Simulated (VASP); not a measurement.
# CoPtO2 (R-3m) in VASP: single point with PBE

Aim: the single point of CoPtO2 with PBE.

Everything below comes from runs of VASP 6.6.1. Logs are shortened: lines on timing, memory, paths and dates and some standing lists are left out, and cuts for length are marked.

### Step 1. The cell of the first run

Symmetry: R-3m, No. 166, trigonal system. Conventional cell: a = 2.825 Å, b = 2.825 Å, c = 17.818 Å, α = 90.00°, β = 90.00°, γ = 120.00°. Co (site symmetry -3m) has 6 O at 1.90 Å within 2.5 Å. Pt (site symmetry -3m) has 2 O at 2.00 Å within 2.6 Å. O (site symmetry 3m) has 3 Co at 1.90 Å and 1 Pt at 2.00 Å and 3 O at 2.53 Å within 2.6 Å.

### Step 2. Single point, PBE, collinear spin, ferromagnetic start

INCAR reads:

```
ALGO = Normal ; EDIFF = 1E-7
ENCUT = 520 ; GGA = PE
ISIF = 2 ; ISMEAR = -1
ISPIN = 2 ; LASPH = True
LCHARG = True ; LELF = True
LMAXMIX = 4 ; LORBIT = 11
LREAL = False ; LVHAR = True
LWAVE = False ; MAGMOM = 2 0.6 0 0
NBANDS = 28 ; NELM = 150
PREC = Accurate ; SIGMA = 0.05
```

KPOINTS reads:

```
k-points
0
Gamma
  12 12 12
```

POSCAR reads:

```
CoPtO2
1.0
    1.4122699173      0.8153744169      5.9393891094
   -1.4122699173      0.8153744169      5.9393891094
    0.0000000000     -1.6307488338      5.9393891094
Co Pt O
1 1 2
Direct
    0.5000000000      0.5000000000      0.5000000000
    0.0000000000      0.0000000000      0.0000000000
    0.8877559700      0.8877559700      0.8877559700
    0.1122440300      0.1122440300      0.1122440300
```

Potentials or basis: VASP PAW PBE potentials, release 64 (Co, Pt, O).

Run with:

```console
$ cat potpaw_PBE.64/Co/POTCAR potpaw_PBE.64/Pt/POTCAR potpaw_PBE.64/O/POTCAR > POTCAR
$ mpirun -np 1 vasp_std > vasp.out
```

OUTCAR:

```text
EDIFF = 1E-7
   ENCUT = 520
   GGA = PE
   ISIF = 2
   ISMEAR = -1
   ISPIN = 2
   LASPH = True
   LORBIT = 11
   LREAL = False
   NELM = 150
   PREC = Accurate

 ion  position               nearest neighbor table
   1  0.500  0.500  0.500-   4 1.90   3 1.90   4 1.90   4 1.90   3 1.90   3 1.90
   2  0.000  0.000  0.000-   3 2.00   4 2.00
   3  0.888  0.888  0.888-   1 1.90   1 1.90   1 1.90   2 2.00
   4  0.112  0.112  0.112-   1 1.90   1 1.90   1 1.90   2 2.00

  LATTYP: Found a trigonal (rhomboedric) cell.
 ALAT       =     6.1591951383
 COS(alpha) =     0.8948480128

  Lattice vectors:

 A1 = (   1.4122699173,   0.8153744169,   5.9393891094)
 A2 = (  -1.4122699173,   0.8153744169,   5.9393891094)
 A3 = (   0.0000000000,  -1.6307488338,   5.9393891094)

Analysis of symmetry for initial positions (statically):
=====================================================================
 Subroutine PRICEL returns:
 Original cell was already a primitive cell.

 Routine SETGRP: Setting up the symmetry group for a
 trigonal (rhombohedral) supercell.

 Subroutine GETGRP returns: Found 12 space group operations
 (whereof 12 operations were pure point group operations)
 out of a pool of 12 trial point group operations.

The static configuration has the point symmetry D_3d.

Analysis of symmetry for dynamics (positions and initial velocities):
=====================================================================
 Subroutine PRICEL returns:
 Original cell was already a primitive cell.

 Routine SETGRP: Setting up the symmetry group for a
 trigonal (rhombohedral) supercell.

 Subroutine GETGRP returns: Found 12 space group operations
 (whereof 12 operations were pure point group operations)
 out of a pool of 12 trial point group operations.

The dynamic configuration has the point symmetry D_3d.

Analysis of structural, dynamic, and magnetic symmetry:
=====================================================================
 Subroutine PRICEL returns:
 Original cell was already a primitive cell.

 Routine SETGRP: Setting up the symmetry group for a
 trigonal (rhombohedral) supercell.

 Subroutine GETGRP returns: Found 12 space group operations
 (whereof 12 operations were pure point group operations)
 out of a pool of 12 trial point group operations.

The overall configuration has the point symmetry D_3d.

 Subroutine INISYM returns: Found 12 space group operations
 (whereof 12 operations are pure point group operations),
 and found     1 'primitive' translations

----------------------------------------------------------------------------------------

                                     Primitive cell

  volume of cell :      41.0363

  direct lattice vectors                    reciprocal lattice vectors
     1.412269917  0.815374417  5.939389109     0.354039971  0.204405072  0.056122495
    -1.412269917  0.815374417  5.939389109    -0.354039971  0.204405072  0.056122495
     0.000000000 -1.630748834  5.939389109     0.000000000 -0.408810145  0.056122495

  length of vectors
     6.159195138  6.159195138  6.159195138     0.412644482  0.412644482  0.412644482

  position of ions in fractional coordinates (direct lattice)
     0.500000000  0.500000000  0.500000000
     0.000000000  0.000000000  0.000000000
     0.887755970  0.887755970  0.887755970
     0.112244030  0.112244030  0.112244030

  ion indices of the primitive-cell ions
   primitive index   ion index
                 1           1
                 2           2
                 3           3
                 4           4

----------------------------------------------------------------------------------------

 KPOINTS: k-points

Automatic generation of k-mesh.
 Grid dimensions read from file:
 generate k-points for:   12   12   12

 Generating k-lattice:

  Cartesian coordinates                     Fractional coordinates (reciprocal lattice)
     0.029503331  0.017033756  0.004676875     0.083333333 -0.000000000  0.000000000
    -0.029503331  0.017033756  0.004676875    -0.000000000  0.083333333  0.000000000
     0.000000000 -0.034067512  0.004676875     0.000000000  0.000000000  0.083333333

  Length of vectors
     0.034387040  0.034387040  0.034387040

  Shift w.r.t. Gamma in fractional coordinates (k-lattice)
     0.000000000  0.000000000  0.000000000

 Subroutine IBZKPT returns following result:
 ===========================================

 Found    189 irreducible k-points:

 Following reciprocal coordinates:
            Coordinates               Weight
  0.000000  0.000000  0.000000      1.000000
  0.083333 -0.000000  0.000000      6.000000
  0.166667 -0.000000  0.000000      6.000000
  0.250000  0.000000  0.000000      6.000000
  0.333333  0.000000  0.000000      6.000000
  0.416667  0.000000  0.000000      6.000000
[... 16 lines left out ...]
  0.500000  0.166667  0.000000     12.000000
 -0.416667  0.166667 -0.000000     12.000000
 [... further k-points ...]
   k-points           NKPTS =    189   k-points in BZ     NKDIM =    189   number of bands    NBANDS=     28
   number of dos      NEDOS =    301   number of ions     NIONS =      4
   total plane-waves  NPLWV = 110592
   dimension x,y,z NGX =    48 NGY =   48 NGZ =   48
   dimension x,y,z NGXF=    96 NGYF=   96 NGZF=   96
   ions per type =               1   1   2
   NGX,Y,Z   is equivalent  to a cutoff of  12.96, 12.96, 12.96 a.u.
   NGXF,Y,Z  is equivalent  to a cutoff of  25.91, 25.91, 25.91 a.u.
 SYSTEM =  unknown system
   PREC   = accura    normal or accurate (medium, high low for compatibility)
   ISTART =      0    job   : 0-new  1-cont  2-samecut
   ICHARG =      2    charge: 1-file 2-atom 10-const
   ISPIN  =      2    spin polarized calculation?
   LNONCOLLINEAR =      F non collinear calculations
   LSORBIT =      F    spin-orbit coupling
   LASPH  =      T    aspherical Exc in radial PAW
   ENCUT  =  520.0 eV  38.22 Ry    6.18 a.u.  11.45 11.45 11.45*2*pi/ulx,y,z
   NELM   =    150;   NELMIN=  2; NELMDL= -5     # of ELM steps
   EDIFF  = 0.1E-06   stopping-criterion for ELM
   LREAL  =      F    real-space projection
   EDIFFG = 0.1E-05   stopping-criterion for IOM
   NSW    =      0    number of steps for IOM
   IBRION =     -1    ionic relax: 0-MD 1-quasi-New 2-CG
   NFREE  =      0    steps in history (QN), initial steepest desc. (CG)
   ISIF   =      2    stress and relaxation
   ISYM   =      2    0-nonsym 1-usesym 2-fastsym
   POTIM  = 0.5000    time-step for ionic-motion
   TEBEG  =    0.0;   TEEND  =   0.0 temperature during run
   PSTRESS=    0.0 pullay stress
   NELECT =      31.0000    total number of electrons
   NUPDOWN=      -1.0000    fix difference up-down
   EMIN   =  10.00;   EMAX   =-10.00  energy-range for DOS
   EFERMI =   0.00;   METHOD = LEGACY
   ISMEAR =    -1;   SIGMA  =   0.05  broadening in eV -4-tet -1-fermi 0-gaus
   EFERMI_NEDOS =   21; number of points for ismear=-14 and -15
   IALGO  =     38    algorithm
   IMIX   =      4    mixing-type and parameters
     AMIX     =   0.40;   BMIX     =  1.00
     AMIX_MAG =   1.60;   BMIX_MAG =  1.00
  volume/ion in A,a.u.               =      10.26        69.23
  Fermi-wavevector in a.u.,A,eV,Ry     =   1.490983  2.817550 30.246177  2.223031
  Thomas-Fermi vector in A             =   2.603696
   LORBIT       =     11    0 simple, 1 ext, 2 COOP (PROOUT), +10 PAW based schemes
   GGA     = PE    functional components
   LHFCALC =     F    Hartree Fock is set to
   AEXX    =    0.0000 exact exchange contribution
   IVDW    =     0    specifies the selected vdW correction
   LEPSILON=     F    determine dielectric tensor
   LRPA    =     F    only Hartree local field effects (RPA)
 spin polarized calculation
  energy-cutoff  :      520.00
  volume of cell :       41.04
 maximum number of plane-waves:      1122
 NGX is ok and might be reduce to    48
   NGX = 23   NGY = 23   NGZ = 23

 number of electron      30.9999999 magnetization       0.0003015

 number of electron      30.9999999 magnetization      -0.0000319

 Free energy of the ion-electron system (eV)
  ---------------------------------------------------
  ext. energy  EPLUGINS =         0.00000000
  ---------------------------------------------------
  free energy    TOTEN  =       -26.41682690 eV

  energy without entropy =      -26.40612169  energy(sigma->0) =      -26.41147430

 E-fermi :   8.8261     XC(G=0): -12.6851

 val. band max:        8.8116607995   @ k =  -0.2500  -0.3333   0.0833
 cond. band min:       8.8302110259   @ k =  -0.1667   0.2500   0.1667
 fundamental gap:      0.0185502264
 Fermi energy:         8.8261094318

 spin component 1

 k-point     1 :       0.0000    0.0000    0.0000
  band No.  band energies     occupation
      1     -12.8559      1.00000
      2     -10.9532      1.00000
      3      -0.9155      1.00000
      4       1.6600      1.00000
      5       2.2331      1.00000
      6       2.2331      1.00000
[... 19 lines left out ...]
     26      27.1344      0.00000
     27      30.3365      0.00000
[... 667 lines left out ...]
      5       1.8463      1.00000
      6       2.4588      1.00000
[... 19 lines left out ...]
     26      24.6702      0.00000
     27      26.0676      0.00000

 [... further k-points ...]

 spin component 2

 k-point     1 :       0.0000    0.0000    0.0000
  band No.  band energies     occupation
      1     -12.8559      1.00000
      2     -10.9531      1.00000
      3      -0.9155      1.00000
      4       1.6600      1.00000
      5       2.2331      1.00000
      6       2.2331      1.00000
[... 19 lines left out ...]
     26      27.1344      0.00000
     27      30.3364      0.00000
[... 667 lines left out ...]
      5       1.8463      1.00000
      6       2.4588      1.00000
[... 19 lines left out ...]
     26      24.6702      0.00000
     27      26.0676      0.00000

 [... further k-points ...]

 [bands above 27 left out]

------------------------ aborting loop because EDIFF is reached ----------------------------------------

  FORCE on cell =-STRESS in cart. coord.  units (eV):
  Direction    XX          YY          ZZ          XY          YZ          ZX
  --------------------------------------------------------------------------------------
  -------------------------------------------------------------------------------------
  Total        1.5493456      1.5493456      1.8481611     -0.0000000      0.0000000      0.0000000
  in kB       60.4910439     60.4910439     72.1576850     -0.0000000      0.0000000      0.0000000
  external PRESSURE =      64.3799243 kB  Pullay stress =       0.0000000 kB

 VOLUME and BASIS-vectors are now :
 -----------------------------------------------------------------------------
  energy-cutoff  :      520.00
  volume of cell :       41.04
      direct lattice vectors                 reciprocal lattice vectors
     1.412269917  0.815374417  5.939389109     0.354039971  0.204405072  0.056122495
    -1.412269917  0.815374417  5.939389109    -0.354039971  0.204405072  0.056122495
     0.000000000 -1.630748834  5.939389109     0.000000000 -0.408810145  0.056122495

 POSITION                                       TOTAL-FORCE (eV/Angst)
 -----------------------------------------------------------------------------------
      0.00000      0.00000      8.90908         0.000000      0.000000      0.000000
      0.00000      0.00000      0.00000        -0.000000     -0.000000      0.000000
      0.00000      0.00000     15.81818        -0.000000     -0.000000      0.050977
      0.00000      0.00000      1.99998        -0.000000     -0.000000     -0.050977
 -----------------------------------------------------------------------------------
    total drift:                               -0.000000      0.000000     -0.000000

  FREE ENERGIE OF THE ION-ELECTRON SYSTEM (eV)
  ---------------------------------------------------
  free  energy   TOTEN  =       -26.4168269019 eV

  energy  without entropy=      -26.4061216902  energy(sigma->0) =      -26.41147430

 total charge

# of ion       s       p       d       tot
------------------------------------------
    1        0.432   0.668   7.364   8.464
    2        0.648   0.573   8.010   9.231
    3        1.557   3.458   0.000   5.016
    4        1.557   3.458   0.000   5.016
--------------------------------------------------
tot          4.195   8.158  15.374  27.727

 magnetization (x)

# of ion       s       p       d       tot
------------------------------------------
    1       -0.000  -0.000  -0.000  -0.000
    2       -0.000  -0.000  -0.000  -0.000
    3        0.000   0.000   0.000   0.000
    4        0.000   0.000   0.000   0.000
--------------------------------------------------
tot         -0.000   0.000  -0.000  -0.000
```

It took 26 min on 1 thread of Intel Xeon Platinum 8488C (Sapphire Rapids), shared host; peak memory 0.66 GiB.

What came out:

```
Free energy                                           : -26.4168 eV
Pressure                                              : 6.4 GPa
Largest force                                         : 0.051 eV/Å
Net moment                                            : 0.00 μB per cell
Valence electrons inside the program's atomic spheres : Co 8.46; Pt 9.23; O 5.02
```

Forces on the atoms (eV/Å):
```
Co   0.000  0.000  0.000
Pt   0.000  0.000  0.000
O    0.000  0.000  0.051
O    0.000  0.000 -0.051
```

Caveat: the cell stands under pressure; the moments typed at the start vanished in this run; spin-orbit coupling is left out, which moves the levels of the heavy elements; semilocal functionals often make such compounds metallic where correlation or magnetic order opens a gap, which also shifts bond lengths. With open d or f shells a metallic result of PBE can be an artefact of self-interaction; +U or a hybrid may open a gap.
